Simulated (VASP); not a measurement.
# W (Im-3m) in VASP: single point with LDA

Aim: the single point of W with LDA.

All numbers are computed with VASP 6.6.1; they aren't measurements. Logs are shortened: lines on timing, memory, paths and dates and some standing lists are left out, and cuts for length are marked.

## 1. The cell of the first run

The structure is cubic, space group Im-3m (No. 229). Conventional cell: a = 3.150 Å, b = 3.150 Å, c = 3.150 Å, α = 90.00°, β = 90.00°, γ = 90.00°. W (site symmetry m-3m) has 14 W at 2.73 to 3.15 Å within 3.6 Å.

## 2. Single point, LDA

The input, INCAR:

```
PREC = Accurate
ENCUT = 500
EDIFF = 1E-6
ISMEAR = 0
SIGMA = 0.1
LREAL = F
LASPH = T
NELM = 120
ALGO = Normal
ISIF = 2
LWAVE = F
LCHARG = F
NBANDS = 13
GGA_COMPAT = F
```

The input, KPOINTS:

```
regular mesh
0
Gamma
  8 8 8
```

The input, POSCAR:

```
W
1.0
   -1.5750000000      1.5750000000      1.5750000000
    1.5750000000     -1.5750000000      1.5750000000
    1.5750000000      1.5750000000     -1.5750000000
W
1
Direct
    0.0000000000      0.0000000000      0.0000000000
```

Potentials or basis: VASP PAW LDA potentials, release 64 (W_sv).

On the command line:

```
$ cat potpaw_LDA.64/W_sv/POTCAR > POTCAR
$ mpirun -np 1 vasp_std > vasp.out
```

OUTCAR:

```text
PREC = Accurate
   ENCUT = 500
   EDIFF = 1E-6
   ISMEAR = 0
   LREAL = F
   LASPH = T
   NELM = 120
   ISIF = 2

 ion  position               nearest neighbor table
   1  0.000  0.000  0.000-

  LATTYP: Found a body centered cubic cell.
 ALAT       =     3.1500000000

  Lattice vectors:

 A1 = (  -1.5750000000,   1.5750000000,   1.5750000000)
 A2 = (   1.5750000000,  -1.5750000000,   1.5750000000)
 A3 = (   1.5750000000,   1.5750000000,  -1.5750000000)

Analysis of symmetry for initial positions (statically):
=====================================================================
 Subroutine PRICEL returns:
 Original cell was already a primitive cell.

 Routine SETGRP: Setting up the symmetry group for a
 body centered cubic supercell.

 Subroutine GETGRP returns: Found 48 space group operations
 (whereof 48 operations were pure point group operations)
 out of a pool of 48 trial point group operations.

The static configuration has the point symmetry O_h .

Analysis of symmetry for dynamics (positions and initial velocities):
=====================================================================
 Subroutine PRICEL returns:
 Original cell was already a primitive cell.

 Routine SETGRP: Setting up the symmetry group for a
 body centered cubic supercell.

 Subroutine GETGRP returns: Found 48 space group operations
 (whereof 48 operations were pure point group operations)
 out of a pool of 48 trial point group operations.

The dynamic configuration has the point symmetry O_h .

 Subroutine INISYM returns: Found 48 space group operations
 (whereof 48 operations are pure point group operations),
 and found     1 'primitive' translations

----------------------------------------------------------------------------------------

                                     Primitive cell

  volume of cell :      15.6279

  direct lattice vectors                    reciprocal lattice vectors
    -1.575000000  1.575000000  1.575000000     0.000000000  0.317460317  0.317460317
     1.575000000 -1.575000000  1.575000000     0.317460317  0.000000000  0.317460317
     1.575000000  1.575000000 -1.575000000     0.317460317  0.317460317  0.000000000

  length of vectors
     2.727980022  2.727980022  2.727980022     0.448956686  0.448956686  0.448956686

  position of ions in fractional coordinates (direct lattice)
     0.000000000  0.000000000  0.000000000

  ion indices of the primitive-cell ions
   primitive index   ion index
[... 74 lines left out ...]
   LREAL  =      F    real-space projection
   EDIFFG = 0.1E-04   stopping-criterion for IOM
   NSW    =      0    number of steps for IOM
   IBRION =     -1    ionic relax: 0-MD 1-quasi-New 2-CG
   NFREE  =      0    steps in history (QN), initial steepest desc. (CG)
   ISIF   =      2    stress and relaxation
   ISYM   =      2    0-nonsym 1-usesym 2-fastsym
   POTIM  = 0.5000    time-step for ionic-motion
   TEBEG  =    0.0;   TEEND  =   0.0 temperature during run
   PSTRESS=    0.0 pullay stress
   NELECT =      14.0000    total number of electrons
   NUPDOWN=      -1.0000    fix difference up-down
   EMIN   =  10.00;   EMAX   =-10.00  energy-range for DOS
   EFERMI =   0.00;   METHOD = LEGACY
   ISMEAR =     0;   SIGMA  =   0.10  broadening in eV -4-tet -1-fermi 0-gaus
   EFERMI_NEDOS =   21; number of points for ismear=-14 and -15
   IALGO  =     38    algorithm
   IMIX   =      4    mixing-type and parameters
     AMIX     =   0.40;   BMIX     =  1.00
     AMIX_MAG =   1.60;   BMIX_MAG =  1.00
  volume/ion in A,a.u.               =      15.63       105.46
  Fermi-wavevector in a.u.,A,eV,Ry     =   1.578157  2.982285 33.886404  2.490580
  Thomas-Fermi vector in A             =   2.678731
   LORBIT       =      0    0 simple, 1 ext, 2 COOP (PROOUT), +10 PAW based schemes
   GGA     = CA    functional components
   LHFCALC =     F    Hartree Fock is set to
   AEXX    =    0.0000 exact exchange contribution
   IVDW    =     0    specifies the selected vdW correction
   LEPSILON=     F    determine dielectric tensor
   LRPA    =     F    only Hartree local field effects (RPA)
 non-spin polarized calculation
 Gauss-broadening in eV      SIGMA  =   0.10
  energy-cutoff  :      500.00
  volume of cell :       15.63
 maximum number of plane-waves:       420
   NGX =  9   NGY =  9   NGZ =  9

 number of electron      14.0000005 magnetization

 Free energy of the ion-electron system (eV)
  ---------------------------------------------------
  ext. energy  EPLUGINS =         0.00000000
  ---------------------------------------------------
  free energy    TOTEN  =       -14.10168280 eV

  energy without entropy =      -14.10168059  energy(sigma->0) =      -14.10168169

 E-fermi :  11.2716     XC(G=0): -13.9105

 val. band max:       10.9817797160   @ k =  -0.3750   0.3750   0.2500
 cond. band min:      11.5508441927   @ k =  -0.2500   0.2500   0.1250
 fundamental gap:      0.5690644767
 Fermi energy:        11.2715900215

 k-point     1 :       0.0000    0.0000    0.0000
  band No.  band energies     occupation
      1     -62.2096      2.00000
      2     -25.9949      2.00000
      3     -25.9949      2.00000
      4     -25.9949      2.00000
      5       1.9047      2.00000
      6      10.2410      2.00000
      7      10.2410      2.00000
      8      10.2410      2.00000
      9      13.7416      0.00000
     10      13.7416      0.00000
     11      26.1347      0.00000
     12      26.1347      0.00000
     13      26.1347      0.00000
[... 354 lines left out ...]
  band No.  band energies     occupation
      1     -62.0268      2.00000
      2     -27.0205      2.00000
      3     -26.6349      2.00000
      4     -26.5081      2.00000
      5       6.9436      2.00000
      6       7.6330      2.00000
      7      10.9818      1.99996
      8      11.7924      0.00000
      9      15.3035      0.00000
     10      16.0230      0.00000
     11      25.4821      0.00000
     12      28.0382      0.00000
     13      29.1307      0.00000

 [... further k-points ...]
[... 5 lines left out ...]
  --------------------------------------------------------------------------------------
  -------------------------------------------------------------------------------------
  Total       -0.1981012     -0.1981012     -0.1981012     -0.0000000      0.0000000      0.0000000
  in kB      -20.3093451    -20.3093451    -20.3093451     -0.0000000      0.0000000      0.0000000
  external PRESSURE =     -20.3093451 kB  Pullay stress =       0.0000000 kB

 VOLUME and BASIS-vectors are now :
 -----------------------------------------------------------------------------
  energy-cutoff  :      500.00
  volume of cell :       15.63
      direct lattice vectors                 reciprocal lattice vectors
    -1.575000000  1.575000000  1.575000000     0.000000000  0.317460317  0.317460317
     1.575000000 -1.575000000  1.575000000     0.317460317  0.000000000  0.317460317
     1.575000000  1.575000000 -1.575000000     0.317460317  0.317460317  0.000000000

 POSITION                                       TOTAL-FORCE (eV/Angst)
 -----------------------------------------------------------------------------------
      0.00000      0.00000      0.00000         0.000000     -0.000000     -0.000000
 -----------------------------------------------------------------------------------
    total drift:                                0.000000     -0.000000      0.000000

  FREE ENERGIE OF THE ION-ELECTRON SYSTEM (eV)
  ---------------------------------------------------
  free  energy   TOTEN  =       -14.1016828010 eV

  energy  without entropy=      -14.1016805856  energy(sigma->0) =      -14.10168169
```

stdout:

```text
POSCAR found type information on POSCAR W
 POSCAR found :  1 types and       1 ions
 scaLAPACK will be used
 LDA part: xc-table for (Slater(with rela. corr.)+CA(PZ))
 , standard interpolation
 POSCAR, INCAR and KPOINTS ok, starting setup
 FFT: planning ... GRIDC
 FFT: planning ... GRID_SOFT
 FFT: planning ... GRID
 WAVECAR not read
 entering main loop
```

Wall time 4.4 s (1 thread of Intel Xeon Platinum 8488C (Sapphire Rapids), shared host); peak memory 0.11 GiB.

Results:

```
Free energy            : -14.1017 eV
Pressure               : -2.0 GPa
Band gap on the k mesh : zero (band 7 reaches 16.77 eV, above the bottom of band 8 at 10.24 eV)
```

Caveat: spin-orbit coupling is left out, which moves the levels of the heavy elements.
